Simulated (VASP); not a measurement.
Input of a VASP 6.6.1 run:

POSCAR

```
Tl
1.0
    0.0000000000      3.3350000000      3.3350000000
    3.3350000000      0.0000000000      3.3350000000
    3.3350000000      3.3350000000      0.0000000000
Tl
2
Direct
    1.0000000000      1.0000000000      1.0000000000
    0.2500000000      0.2500000000      0.2500000000
```

INCAR.step1

```
SYSTEM = Tl
ALGO     = Normal         ! electronic algorithm
EDIFF    = 1E-5           ! SCF threshold, eV
EDIFFG   = -0.005         ! ionic threshold
ENCUT    = 550            ! plane-wave cutoff, eV
GGA      = PE             ! functional
GGA_COMPAT= .FALSE.      
IBRION   = 2              ! ionic algorithm
ISIF     = 3              ! what is computed and relaxed
ISMEAR   = -1             ! smearing method
LASPH    = .TRUE.         ! aspherical terms in the spheres
LCHARG   = .FALSE.        ! write CHGCAR
LREAL    = .FALSE.        ! projectors in reciprocal space
LWAVE    = .TRUE.         ! write WAVECAR
NELM     = 120            ! most SCF steps
NELMIN   = 4            
NSW      = 100            ! ionic steps
PREC     = Accurate       ! precision mode
SIGMA    = 0.05           ! smearing width, eV
```

Contents of INCAR.step2:

```
SYSTEM = Tl
ALGO     = Normal         ! electronic algorithm
EDIFF    = 1E-7           ! SCF threshold, eV
EDIFFG   = -0.02          ! ionic threshold
ENCUT    = 550            ! plane-wave cutoff, eV
GGA_COMPAT= .FALSE.      
IBRION   = 2              ! ionic algorithm
ISIF     = 3              ! what is computed and relaxed
ISMEAR   = -1             ! smearing method
ISTART   = 1            
LASPH    = .TRUE.         ! aspherical terms in the spheres
LCHARG   = .FALSE.        ! write CHGCAR
LMIXTAU  = .TRUE.       
LREAL    = .FALSE.        ! projectors in reciprocal space
LWAVE    = .FALSE.        ! write WAVECAR
METAGGA  = R2SCAN         ! meta-GGA
NELM     = 120            ! most SCF steps
NELMIN   = 4            
NSW      = 80             ! ionic steps
PREC     = Accurate       ! precision mode
PSTRESS  = 200.0        
SIGMA    = 0.05           ! smearing width, eV
```

File KPOINTS:

```
k-points
0
G
  5 5 5
  0 0 0
```

Potentials or basis: VASP PAW PBE potentials, release 64 (Tl_d).

Command:

```sh
$ cat potpaw_PBE.64/Tl_d/POTCAR > POTCAR
$ cp INCAR.step1 INCAR
$ mpirun -np 1 vasp_std > vasp.out
$ cp INCAR.step2 INCAR
$ mpirun -np 1 vasp_std > vasp.out
```

Estimate the relaxed cell.

a = 4.324 Å, b = 4.324 Å, c = 4.324 Å, α = 60.00°, β = 60.00°, γ = 60.00°.

Estimate the space group after relaxing (to 0.1 Å).

Fd-3m (No. 227).

Final structure:
```
Tl
1.0
     0.00000    3.05755    3.05755
     3.05755    0.00000    3.05755
     3.05755    3.05755    0.00000
Tl
2
Direct
  0.00000 0.00000 0.00000
  0.25000 0.25000 0.25000
```

Caveat: the cell is relaxed towards a set pressure, so the run minimises the enthalpy, not the energy.
